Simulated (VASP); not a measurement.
# Al4Pt: relaxation of cell and atoms with PBE

Crystal: Al4Pt.

```
CELL_PARAMETERS angstrom
-2.90445 2.90445 2.90445
2.90445 -2.90445 2.90445
2.90445 2.90445 -2.90445
ATOMIC_POSITIONS crystal
Al 0.50000 0.50000 0.50000
Al 0.50000 0.00000 0.00000
Al 0.00000 0.00000 0.50000
Al 0.00000 0.50000 0.00000
Pt 0.00000 0.00000 0.00000
```

```yaml
Program: VASP 6.6.1
Task: relaxation of cell and atoms
Functional: PBE
Potentials_or_basis: VASP PAW PBE potentials, release 64 (Al, Pt)
Cutoff: 600 eV
k_mesh: 10 × 10 × 10
Occupations: gaussian, width 0.1 eV
Spin: no spin polarisation
Dipole_correction: no
Further_INCAR_settings: ALGO = Normal; EDIFF = 1e-06; IBRION = 2; EDIFFG = -0.01; NSW = 100; ISIF = 3
```

| Property | Result |
| --- | --- |
| Pressure after relaxing | 0.0 GPa |
| Band gap on the k mesh | zero (band 11 reaches 8.06 eV, above the bottom of band 12 at 5.70 eV) |

Final structure:
```cif
data_structure
_symmetry_space_group_name_H-M 'P 1'
_symmetry_Int_Tables_number 1
_cell_length_a 5.0307
_cell_length_b 5.0307
_cell_length_c 5.0307
_cell_angle_alpha 109.471
_cell_angle_beta 109.471
_cell_angle_gamma 109.471
_cell_volume 98.01
loop_
_atom_site_label
_atom_site_type_symbol
_atom_site_fract_x
_atom_site_fract_y
_atom_site_fract_z
_atom_site_occupancy
Al1 Al 0.50000 0.50000 0.50000 1
Al2 Al 0.50000 0.00000 0.00000 1
Al3 Al 0.00000 0.00000 0.50000 1
Al4 Al 0.00000 0.50000 0.00000 1
Pt1 Pt 0.00000 0.00000 0.00000 1
```

Levels at points of the mesh, in eV from the Fermi level:
```csv
k point,band 9,band 10,band 11,band 12,band 13,band 14
"(0.00, 0.00, 0.00)",-1.94,-0.93,-0.93,-0.93,-0.16,1.12
"(0.50, 0.00, 0.00)",-2.44,-1.18,-0.84,0.41,1.97,2.22
"(0.50, 0.50, 0.50)",-5.26,-1.61,-1.61,3.48,3.52,3.52
```

Wall time 36 s on 1 thread of Intel(R) Xeon(R) 6975P-C (Granite Rapids) (shared host), peak memory 0.28 GiB.

Caveat: the relaxation stopped at its first step, so nothing moved; spin-orbit coupling is left out, which moves the levels of the heavy elements.
